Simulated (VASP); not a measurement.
Wanted: the native input for a VASP 6.6.1 run.

- Task: single point
- Functional: PBEsol
- Potentials or basis: VASP PAW PBE potentials, release 64 (Mg, O)
- Cutoff: 520 eV
- k mesh: 9 × 9 × 2
- Occupations: gaussian, width 0.05 eV
- Spin: no spin polarisation
- Dipole correction: no
- Further INCAR settings: ALGO = Normal; EDIFF = 1e-06; NBANDS = 36

The structure of MgO lies in POSCAR:

```
MgO
1.0
    2.1075959645     -2.1075959645      0.0000000000
    2.1075959645      0.0000000000     -2.1075959645
    8.7075654836      8.2860462907      7.8645270978
Mg O
6 6
Direct
    1.0000000000     -0.0763064515      0.3815322575
    0.3333333333      0.2909408603      0.2119623653
    0.6666666667      0.5564462367      0.5511021497
    1.0000000000      0.8219516132      0.8902419341
    0.3333333333      0.1891989250      0.7206720419
    0.6666666667      0.6581881721      0.0423924731
    0.6666666667      0.6073172044      0.2967473114
    0.0000000000     -0.0254354838      0.1271774192
    0.3333333333      0.2400698926      0.4663172036
    0.6666666667      0.5055752691      0.8054569880
    1.0000000000      0.8728225808      0.6358870958
    0.3333333333      0.1383279573      0.9750268802
```

The input as run:

INCAR

```
PREC = Accurate
ENCUT = 520
EDIFF = 1E-6
ISMEAR = 0
SIGMA = 0.05
LREAL = False
LASPH = True
NELM = 80
ALGO = Normal
ISIF = 2
LWAVE = False
LCHARG = True
GGA = PS
LELF = True
LVHAR = True
NBANDS = 36
```

KPOINTS

```
Automatic mesh
0
Gamma
  9 9 2
```

Potentials or basis: VASP PAW PBE potentials, release 64 (Mg, O).

Command:

```sh
$ cat potpaw_PBE.64/Mg/POTCAR potpaw_PBE.64/O/POTCAR > POTCAR
$ mpirun -np 1 vasp_std > vasp.out
```

It gave:

```json
{"Pressure": "9.4 GPa", "Largest force": "11.790 eV/Å", "Band gap on the k mesh": "4.10 eV"}
```

Caveat: the cell stands under pressure; the PAW data sets were made with another functional, which shifts forces and pressure a little; an odd mesh through Γ misses points on the zone boundary, where band edges can lie.

It took 8.4 min on 1 thread of Intel Xeon 8259CL, with other jobs on the host, peak memory 0.4 GiB.
